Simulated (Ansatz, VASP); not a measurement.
KTaO3: VASP beside Ansatz

The input POSCAR:

```
KTaO3
1.0
    3.9901311030      0.0000000000      0.0000000000
    0.0000000000      3.9901311030      0.0000000000
    0.0000000000      0.0000000000      3.9103284809
K Ta O
1 1 3
Direct
    0.0000000000      0.0000000000      0.0000000000
    0.5000000000      0.5000000000      0.5000000000
    0.5000000000      0.5000000000      0.0000000000
    0.5000000000      0.0000000000      0.5000000000
    0.0000000000      0.5000000000      0.5000000000
```

INCAR.step1

```
SYSTEM = KTaO3
ALGO = Normal ; EDIFF = 1E-5
ENCUT = 520 ; GGA = PE
ISIF = 2 ; ISMEAR = 0
KPAR = 4 ; LASPH = .TRUE.
LCHARG = .FALSE. ; LREAL = .FALSE.
LWAVE = .TRUE. ; NBANDS = 27
NELM = 100 ; PREC = Accurate
SIGMA = 0.01
```

INCAR.step2

```
SYSTEM = KTaO3
ALGO = Normal ; EDIFF = 1E-6
ENCUT = 520 ; GGA = PE
HFSCREEN = 0.2079 ; ISIF = 2
ISMEAR = 0 ; ISTART = 1
KPAR = 4 ; LASPH = .TRUE.
LCHARG = .FALSE. ; LHFCALC = .TRUE.
LREAL = .FALSE. ; LWAVE = .FALSE.
NBANDS = 27 ; NELM = 100
PREC = Accurate ; PRECFOCK = Fast
SIGMA = 0.01
```

The input KPOINTS:

```
k-points
0
G
  4 4 4
  0 0 0
```

Input for Ansatz:

```yaml
crystal:
  lattice:
    - [3.990131103, 0.0, 0.0]
    - [0.0, 3.990131103, 0.0]
    - [0.0, 0.0, 3.9103284809]
  atoms:
    - { symbol: K, position: [0.0, 0.0, 0.0] }
    - { symbol: Ta, position: [0.5, 0.5, 0.5] }
    - { symbol: O, position: [0.5, 0.5, 0.0] }
    - { symbol: O, position: [0.5, 0.0, 0.5] }
    - { symbol: O, position: [0.0, 0.5, 0.5] }
kpoints:
  mp_grid: { grid: [4, 4, 4] }
  band_path:
    path: [[0.0, 0.0, 0.0], [0.0, 0.5, 0.0], [0.5, 0.5, 0.0], [0.5, 0.5, 0.5]]
    npoints: 1
hamiltonian:
  xc: hse06
scf:
  occupations: { method: fixed }
  n_extra_bands: 5
output:
  forces: true
  stress: true
  eigenvalues: true
```

Change from the starting cell: uniaxial_z strain -2.0%.

Alike in both runs: task single point; functional HSE06; k mesh 4 × 4 × 4; no spin polarisation.

```csv
,VASP,Ansatz
version,VASP 6.6.1,Ansatz 0.2.0
potentials or method,"VASP PAW PBE potentials, release 64 (K_sv, Ta_pv, O)","plane waves, PAW"
plane-wave cutoff (eV),520,420
occupations,"gaussian, width 0.01 eV",fixed
valence electrons in the cell,38,40
```

Ansatz gave:

* gap on the k mesh at the Fermi level (eV): 3.58
* pressure (GPa): 4.0
* traceless stress, the component that is largest in VASP (GPa): 5.65

Which values does VASP return?

gap on the k mesh at the Fermi level (eV): 3.49; pressure (GPa): 4.4; traceless stress, the component that is largest in VASP (GPa): 5.72.

VASP's potentials hold 38 valence electrons a cell and Ansatz's 40, so a difference there can come from the potentials and not from the codes. Ansatz's warnings: stress exchange threshold loose, stress scf threshold loose.

Spin-orbit coupling is off throughout.
